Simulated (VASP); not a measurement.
# BN in VASP: notebook, part 4 of 4

VASP 6.6.1.

## Step 6: Single point, PBE (atom 3 (N) moved by (+0.000, -0.200) A along [1 1 0] and z)

INCAR reads:

```
  ALGO = Normal
  EDIFF = 1E-6
  ENCUT = 520
  GGA = PE
  ISIF = 2
  ISMEAR = 0
  LASPH = T
  LCHARG = F
  LREAL = F
  LWAVE = F
  NBANDS = 16
  NELM = 80
  PREC = Accurate
  SIGMA = 0.05
```

KPOINTS reads:

```
k-points
0
Gamma
  12 12 6
```

POSCAR reads:

```
BN
1.0
    2.5539396017      0.0000000000      0.0000000000
   -1.2769698009      2.2117765748      0.0000000000
    0.0000000000      0.0000000000      4.2268550000
B N
2 2
Direct
    0.6666666667      0.3333333333      0.9997240000
    0.3333333333      0.6666666667      0.4997240000
    0.6666666667      0.3333333333      0.5779594964
    0.3333333333      0.6666666667      0.1252760000
```

Potentials or basis: VASP PAW PBE potentials, release 64 (B, N).

Run with:

```console
$ cat potpaw_PBE.64/B/POTCAR potpaw_PBE.64/N/POTCAR > POTCAR
$ mpirun -np 1 vasp_std > vasp.out
```

OUTCAR:

```text
EDIFF = 1E-6
   ENCUT = 520
   GGA = PE
   ISIF = 2
   ISMEAR = 0
   LASPH = T
   LREAL = F
   NELM = 80
   PREC = Accurate

 ion  position               nearest neighbor table
   1  0.667  0.333  1.000-   4 1.57   4 1.57   4 1.57   3 1.78
   2  0.333  0.667  0.500-   3 1.51   3 1.51   3 1.51   4 1.58
   3  0.667  0.333  0.578-   2 1.51   2 1.51   2 1.51   1 1.78
   4  0.333  0.667  0.125-   1 1.57   1 1.57   1 1.57   2 1.58

  LATTYP: Found a hexagonal cell.
 ALAT       =     2.5539396017
 C/A-ratio  =     1.6550332659

  Lattice vectors:

 A1 = (   2.5539396017,   0.0000000000,   0.0000000000)
 A2 = (  -1.2769698009,   2.2117765748,   0.0000000000)
 A3 = (   0.0000000000,   0.0000000000,   4.2268550000)

Analysis of symmetry for initial positions (statically):
=====================================================================
 Subroutine PRICEL returns:
 Original cell was already a primitive cell.

 Routine SETGRP: Setting up the symmetry group for a
 hexagonal supercell.

 Subroutine GETGRP returns: Found  6 space group operations
 (whereof  6 operations were pure point group operations)
 out of a pool of 24 trial point group operations.

The static configuration has the point symmetry C_3v.

Analysis of symmetry for dynamics (positions and initial velocities):
=====================================================================
 Subroutine PRICEL returns:
 Original cell was already a primitive cell.

 Routine SETGRP: Setting up the symmetry group for a
 hexagonal supercell.

 Subroutine GETGRP returns: Found  6 space group operations
 (whereof  6 operations were pure point group operations)
 out of a pool of 24 trial point group operations.

The dynamic configuration has the point symmetry C_3v.

 Subroutine INISYM returns: Found  6 space group operations
 (whereof  6 operations are pure point group operations),
 and found     1 'primitive' translations

----------------------------------------------------------------------------------------

                                     Primitive cell

  volume of cell :      23.8764

  direct lattice vectors                    reciprocal lattice vectors
     2.553939602  0.000000000  0.000000000     0.391551938  0.226062617  0.000000000
    -1.276969801  2.211776575  0.000000000     0.000000000  0.452125233  0.000000000
     0.000000000  0.000000000  4.226855000     0.000000000  0.000000000  0.236582518

  length of vectors
     2.553939602  2.553939602  4.226855000     0.452125233  0.452125233  0.236582518

  position of ions in fractional coordinates (direct lattice)
     0.666666667  0.333333333  0.999724000
     0.333333333  0.666666667  0.499724000
     0.666666667  0.333333333  0.577959496
     0.333333333  0.666666667  0.125276000

  ion indices of the primitive-cell ions
   primitive index   ion index
                 1           1
                 2           2
                 3           3
                 4           4

----------------------------------------------------------------------------------------

 KPOINTS: k-points

Automatic generation of k-mesh.
 Grid dimensions read from file:
 generate k-points for:   12   12    6

 Generating k-lattice:

  Cartesian coordinates                     Fractional coordinates (reciprocal lattice)
     0.032629328  0.018838551  0.000000000     0.083333333  0.000000000  0.000000000
     0.000000000  0.037677103  0.000000000     0.000000000  0.083333333  0.000000000
     0.000000000  0.000000000  0.039430420     0.000000000  0.000000000  0.166666667

  Length of vectors
     0.037677103  0.037677103  0.039430420

  Shift w.r.t. Gamma in fractional coordinates (k-lattice)
     0.000000000  0.000000000  0.000000000

 Subroutine IBZKPT returns following result:
 ===========================================

 Found    100 irreducible k-points:

 Following reciprocal coordinates:
            Coordinates               Weight
  0.000000  0.000000  0.000000      1.000000
  0.083333  0.000000  0.000000      6.000000
  0.166667  0.000000  0.000000      6.000000
  0.250000  0.000000  0.000000      6.000000
  0.333333  0.000000  0.000000      6.000000
  0.416667  0.000000  0.000000      6.000000
[... 16 lines left out ...]
  0.166667  0.000000  0.166667      6.000000
  0.000000  0.166667  0.166667      6.000000
 [... further k-points ...]
   k-points           NKPTS =    100   k-points in BZ     NKDIM =    100   number of bands    NBANDS=     16
   number of dos      NEDOS =    301   number of ions     NIONS =      4
   total plane-waves  NPLWV =  12800
   dimension x,y,z NGX =    20 NGY =   20 NGZ =   32
   dimension x,y,z NGXF=    40 NGYF=   40 NGZF=   64
   ions per type =               2   2
   NGX,Y,Z   is equivalent  to a cutoff of  13.02, 13.02, 12.59 a.u.
   NGXF,Y,Z  is equivalent  to a cutoff of  26.04, 26.04, 25.17 a.u.
 SYSTEM =  unknown system
   PREC   = accura    normal or accurate (medium, high low for compatibility)
   ISTART =      0    job   : 0-new  1-cont  2-samecut
   ICHARG =      2    charge: 1-file 2-atom 10-const
   ISPIN  =      1    spin polarized calculation?
   LNONCOLLINEAR =      F non collinear calculations
   LSORBIT =      F    spin-orbit coupling
   LASPH  =      T    aspherical Exc in radial PAW
   ENCUT  =  520.0 eV  38.22 Ry    6.18 a.u.   4.75  4.75  7.86*2*pi/ulx,y,z
   NELM   =     80;   NELMIN=  2; NELMDL= -5     # of ELM steps
   EDIFF  = 0.1E-05   stopping-criterion for ELM
   LREAL  =      F    real-space projection
[... 7 lines left out ...]
   TEBEG  =    0.0;   TEEND  =   0.0 temperature during run
   PSTRESS=    0.0 pullay stress
   NELECT =      16.0000    total number of electrons
   NUPDOWN=      -1.0000    fix difference up-down
   EMIN   =  10.00;   EMAX   =-10.00  energy-range for DOS
   EFERMI =   0.00;   METHOD = LEGACY
   ISMEAR =     0;   SIGMA  =   0.05  broadening in eV -4-tet -1-fermi 0-gaus
   EFERMI_NEDOS =   21; number of points for ismear=-14 and -15
   IALGO  =     38    algorithm
   IMIX   =      4    mixing-type and parameters
     AMIX     =   0.40;   BMIX     =  1.00
     AMIX_MAG =   1.60;   BMIX_MAG =  1.00
  volume/ion in A,a.u.               =       5.97        40.28
  Fermi-wavevector in a.u.,A,eV,Ry     =   1.432600  2.707222 27.923836  2.052344
  Thomas-Fermi vector in A             =   2.552210
   LORBIT       =      0    0 simple, 1 ext, 2 COOP (PROOUT), +10 PAW based schemes
   GGA     = PE    functional components
   LHFCALC =     F    Hartree Fock is set to
   AEXX    =    0.0000 exact exchange contribution
   IVDW    =     0    specifies the selected vdW correction
   LEPSILON=     F    determine dielectric tensor
   LRPA    =     F    only Hartree local field effects (RPA)
 non-spin polarized calculation
 Gauss-broadening in eV      SIGMA  =   0.05
  energy-cutoff  :      520.00
  volume of cell :       23.88
 maximum number of plane-waves:       660
 NGX is ok and might be reduce to    20
   NGX =  9   NGY =  9   NGZ = 15

 number of electron      16.0000000 magnetization

 Free energy of the ion-electron system (eV)
  ---------------------------------------------------
  ext. energy  EPLUGINS =         0.00000000
  ---------------------------------------------------
  free energy    TOTEN  =       -34.20142955 eV

  energy without entropy =      -34.20142955  energy(sigma->0) =      -34.20142955

 E-fermi :   8.3815     XC(G=0): -12.7550

 val. band max:        8.0726811644   @ k =   0.0000   0.0000   0.0000
 cond. band min:      13.2677455099   @ k =   0.5000   0.0000   0.5000
 fundamental gap:      5.1950643455
 Fermi energy:         8.3814865237

 k-point     1 :       0.0000    0.0000    0.0000
  band No.  band energies     occupation
      1     -12.9555      2.00000
      2      -8.6835      2.00000
      3      -3.1693      2.00000
      4       4.9617      2.00000
      5       4.9617      2.00000
      6       7.0861      2.00000
[... 8 lines left out ...]
     15      19.0502      0.00000
     16      23.8152      0.00000
[... 419 lines left out ...]
 k-point    24 :       0.0000    0.1667    0.1667
  band No.  band energies     occupation
      1     -12.2136      2.00000
      2      -8.7573      2.00000
      3      -1.7735      2.00000
      4       2.7795      2.00000
      5       4.1262      2.00000
      6       4.9186      2.00000
[... 8 lines left out ...]
     15      20.4360      0.00000
     16      23.1432      0.00000

 [... further k-points ...]
[... 5 lines left out ...]
  --------------------------------------------------------------------------------------
  -------------------------------------------------------------------------------------
  Total        0.7412467      0.7412467      1.7590079     -0.0000000      0.0000000     -0.0000000
  in kB       49.7398082     49.7398082    118.0345466     -0.0000000      0.0000000     -0.0000000
  external PRESSURE =      72.5047210 kB  Pullay stress =       0.0000000 kB

 VOLUME and BASIS-vectors are now :
 -----------------------------------------------------------------------------
  energy-cutoff  :      520.00
  volume of cell :       23.88
      direct lattice vectors                 reciprocal lattice vectors
     2.553939602  0.000000000  0.000000000     0.391551938  0.226062617  0.000000000
    -1.276969801  2.211776575  0.000000000     0.000000000  0.452125233  0.000000000
     0.000000000  0.000000000  4.226855000     0.000000000  0.000000000  0.236582518

 POSITION                                       TOTAL-FORCE (eV/Angst)
 -----------------------------------------------------------------------------------
      1.27697      0.73726      4.22569        -0.000000      0.000000     -0.434842
     -0.00000      1.47452      2.11226        -0.000000     -0.000000     -2.477699
      1.27697      0.73726      2.44295         0.000000     -0.000000      5.880423
     -0.00000      1.47452      0.52952         0.000000      0.000000     -2.967882
 -----------------------------------------------------------------------------------
    total drift:                               -0.000000      0.000000      0.000181

  FREE ENERGIE OF THE ION-ELECTRON SYSTEM (eV)
  ---------------------------------------------------
  free  energy   TOTEN  =       -34.2014295459 eV

  energy  without entropy=      -34.2014295459  energy(sigma->0) =      -34.20142955
```

stdout:

```text
POSCAR found type information on POSCAR B N
 POSCAR found :  2 types and       4 ions
 scaLAPACK will be used
 LDA part: xc-table for (Slater+PW92), standard interpolation
 POSCAR, INCAR and KPOINTS ok, starting setup
 FFT: planning ... GRIDC
 FFT: planning ... GRID_SOFT
 FFT: planning ... GRID
 WAVECAR not read
 entering main loop
```

It took 21 s on 1 thread of AMD EPYC 9R45 (Zen 5), shared host; peak memory 0.12 GiB.

Results:

| Quantity | Value |
| --- | --- |
| Free energy | -34.2014 eV |
| Pressure | 7.3 GPa |
| Largest force | 5.880 eV/Å |
| Band gap on the k mesh | 5.20 eV, indirect (least direct gap 6.64 eV) |

Forces in eV/Å, atoms in the order of the input:
```
B    0.000  0.000 -0.435
B    0.000  0.000 -2.478
N    0.000  0.000  5.880
N    0.000  0.000 -2.968
```

Caveat: the cell differs from its parent crystal (atom 3 (N) moved by (+0.000, -0.200) A along [1 1 0] and z); forces of over 1 eV/Å act on the atoms, so gaps and moduli don't describe the material at rest. A k mesh can miss the band edges.
